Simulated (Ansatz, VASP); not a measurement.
One calculation of NaCl, two programs

File INCAR:

```
ALGO     = Normal         # electronic algorithm
EDIFF    = 1E-7           # SCF threshold, eV
ENCUT    = 520            # plane-wave cutoff, eV
GGA      = PE             # functional
ISIF     = 2              # what is computed and relaxed
ISMEAR   = 0              # smearing method
LASPH    = T              # aspherical terms in the spheres
LCHARG   = F              # write CHGCAR
LREAL    = F              # projectors in reciprocal space
LWAVE    = F              # write WAVECAR
NBANDS   = 14             # bands
NELM     = 100            # most SCF steps
PREC     = Accurate       # precision mode
SIGMA    = 0.05           # smearing width, eV
```

KPOINTS

```
k-points
0
Gamma
  8 8 8
```

File POSCAR:

```
NaCl
1.0
    0.0000000000      2.8100000000      2.8100000000
    2.8100000000      0.0000000000      2.8100000000
    2.8100000000      2.8100000000      0.0000000000
Na Cl
1 1
Direct
    0.0000000000      0.0000000000      0.0000000000
    0.5000000000      0.5000000000      0.5000000000
```

Input for Ansatz:

```yaml
crystal:
  lattice:
    - [0.0, 2.81, 2.81]
    - [2.81, 0.0, 2.81]
    - [2.81, 2.81, 0.0]
  atoms:
    - { symbol: Na, position: [0.0, 0.0, 0.0] }
    - { symbol: Cl, position: [0.5, 0.5, 0.5] }
basis:
  ecutwfc: 420
  ecutrho_ratio: 4
kpoints:
  mp_grid: { grid: [8, 8, 8] }
hamiltonian:
  xc: pbe
scf:
  occupations: { method: gaussian, width: 0.05 }
output:
  forces: true
  stress: true
  eigenvalues: true
```

Alike in both runs: task single point; functional PBE; k mesh 8 × 8 × 8; occupations gaussian, width 0.05 eV; no spin polarisation.

|  | VASP | Ansatz |
| --- | --- | --- |
| version | VASP 6.6.1 | Ansatz 0.2.0 |
| potentials or method | VASP PAW PBE potentials, release 64 (Na_pv, Cl), cutoff 520 eV | scalar-relativistic, plane waves, PAW |
| valence electrons in the cell | 14 | 16 |

|  | VASP | Ansatz | Ansatz less VASP |
| --- | --- | --- | --- |
| gap on the k mesh at the Fermi level (eV) | 5.15 | 5.15 | 0.000 |
| least direct gap on the mesh (eV) | 5.15 | 5.15 | 0.000 |
| pressure (GPa) | 1.0 | 1.0 | +0.03 |

The functional is the same, so the differences come from potentials, cutoffs and numerics. VASP's potentials hold 14 valence electrons a cell and Ansatz's 16, so a difference there can come from the potentials and not from the codes.
